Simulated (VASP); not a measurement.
Write the native input for VASP 6.6.1 that does the following.

| Property | Result |
| --- | --- |
| Task | single point |
| Functional | PBE |
| Potentials or basis | VASP PAW PBE potentials, release 64 (Ta_pv, As) |
| Cutoff | 520 eV |
| k mesh | 10 × 10 × 10 |
| Occupations | fermi-dirac, width 0.02 eV |
| Spin | no spin polarisation |
| Dipole correction | no |
| Further INCAR settings | ALGO = Normal; EDIFF = 1e-07; NBANDS = 24 |

The structure of TaAs lies in POSCAR:

```
TaAs
1.0
   -1.7202506309      1.7202506309      5.8629647290
    1.7202506309     -1.7202506309      5.8629647290
    1.7202506309      1.7202506309     -5.8629647290
Ta As
2 2
Direct
    0.5000125150      1.0000125150      0.5000000000
    0.7500125150      0.7500125150      0.0000000000
    0.0825869050      0.5825869050      0.5000000000
    0.3325869050      0.3325869050      0.0000000000
```

One way to write it, as run:

INCAR

```
PREC     = Accurate       # precision mode
ENCUT    = 520            # plane-wave cutoff, eV
EDIFF    = 1E-7           # SCF threshold, eV
ISMEAR   = -1             # smearing method
SIGMA    = 0.02           # smearing width, eV
LREAL    = False          # projectors in reciprocal space
LASPH    = True           # aspherical terms in the spheres
NELM     = 80             # most SCF steps
ALGO     = Normal         # electronic algorithm
ISIF     = 2              # what is computed and relaxed
LWAVE    = False          # write WAVECAR
LCHARG   = False          # write CHGCAR
GGA      = PE             # functional
NBANDS   = 24             # bands
```

KPOINTS

```
regular mesh
0
Gamma
  10 10 10
```

Potentials or basis: VASP PAW PBE potentials, release 64 (Ta_pv, As).

Run with:

```console
$ cat potpaw_PBE.64/Ta_pv/POTCAR potpaw_PBE.64/As/POTCAR > POTCAR
$ mpirun -np 1 vasp_std > vasp.out
```

It gave:

The pressure is 3.1 GPa. The largest force is 0.018 eV/Å. The band gap on the k mesh is 0.05 eV, direct.

Caveat: spin-orbit coupling is left out, which moves the levels of the heavy elements.

Wall time 2.9 min on 1 thread of Intel(R) Xeon(R) 6975P-C (Granite Rapids), on a shared host, peak memory 0.41 GiB.
